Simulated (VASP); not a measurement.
# CdTe: single point with PBE

The system is CdTe.

```xyz
2
Lattice="0.0000 3.0079 3.0079 3.0079 0.0000 3.0079 3.0079 3.0079 0.0000" Properties=species:S:1:pos:R:3 pbc="T T T"
Cd    0.0000    0.0000    0.0000
Te    4.5118    4.5118    4.5118
```

| Item | Value |
| --- | --- |
| Program | VASP 6.6.1 |
| Task | single point |
| Functional | PBE |
| Potentials or basis | VASP PAW PBE potentials, release 64 (Cd, Te) |
| Cutoff | 500 eV |
| k mesh | 6 × 6 × 6 |
| Occupations | gaussian, width 0.01 eV |
| Spin | no spin polarisation |

```yaml
Pressure: 20.3 GPa
Band_gap_on_the_k_mesh: 1.47 eV
```

Levels at points of the mesh, in eV from the valence-band top:
| k point | band 7 | band 8 | band 9 | band 10 | band 11 | band 12 |
| --- | --- | --- | --- | --- | --- | --- |
| (0.00, 0.00, 0.00) | 0.00 | 0.00 | 0.00 | 1.47 | 4.34 | 4.34 |
| (0.50, 0.00, 0.00) | -5.94 | -1.18 | -1.18 | 2.00 | 4.99 | 4.99 |
| (0.50, 0.50, 0.00) | -5.55 | -2.78 | -2.78 | 2.00 | 2.44 | 10.22 |

Run time: 10 s on 1 thread of Intel(R) Xeon(R) Platinum 8375C CPU @ 2.90GHz (Ice Lake), on a shared host, peak memory 0.18 GiB.

Caveat: the cell stands under pressure; spin-orbit coupling is left out, which moves the levels of the heavy elements. Expect the measured gap to be larger: semilocal functionals such as PBE lack the derivative discontinuity.
